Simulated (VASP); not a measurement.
The system is Ir.

```
CELL_PARAMETERS angstrom
0.00000 1.91560 1.91560
1.91560 0.00000 1.91560
1.91560 1.91560 0.00000
ATOMIC_POSITIONS crystal
Ir 0.00000 0.00000 0.00000
```

| Quantity | Value |
| --- | --- |
| Program | VASP 6.6.1 |
| Task | relaxation of cell and atoms |
| Functional | RPBE |
| Dispersion | D3(BJ) |
| Potentials or basis | VASP PAW PBE potentials, release 64 (Ir) |
| Cutoff | 600 eV |
| k mesh | 12 × 12 × 12 |
| Occupations | fermi-dirac, width 0.05 eV |
| Spin | no spin polarisation |

At the start: pressure -32.9 GPa; volume 14.06 Å³/atom.

Q: How do energy, volume and symmetry change on relaxing?

A: Over 5 steps the energy falls by 118.0 meV/atom and the volume is 12.99 Å³/atom (-7.6 %); space group Fm-3m (No. 225, to 0.05 Å).

The path:
```
step  energy change (eV)  largest force (eV/Å)  pressure (GPa)  volume (Å³)
   1              0.0000                0.0000          -32.93        14.06
   2              3.8535                0.0000          444.20         8.96
   3             -0.1143                0.0000           -6.63        13.17
   4             -0.1173                0.0000           -2.89        13.07
   5             -0.1180                0.0000            0.06        12.99
```

Final structure:
```cif
data_structure
_symmetry_space_group_name_H-M 'P 1'
_symmetry_Int_Tables_number 1
_cell_length_a 2.6389
_cell_length_b 2.6389
_cell_length_c 2.6389
_cell_angle_alpha 60.000
_cell_angle_beta 60.000
_cell_angle_gamma 60.000
_cell_volume 12.99
loop_
_atom_site_label
_atom_site_type_symbol
_atom_site_fract_x
_atom_site_fract_y
_atom_site_fract_z
_atom_site_occupancy
Ir1 Ir 0.00000 0.00000 0.00000 1
```

Caveat: the PAW data sets were made with another functional, which shifts forces and pressure a little; pairwise dispersion overbinds metals, which lowers pressure and volume.
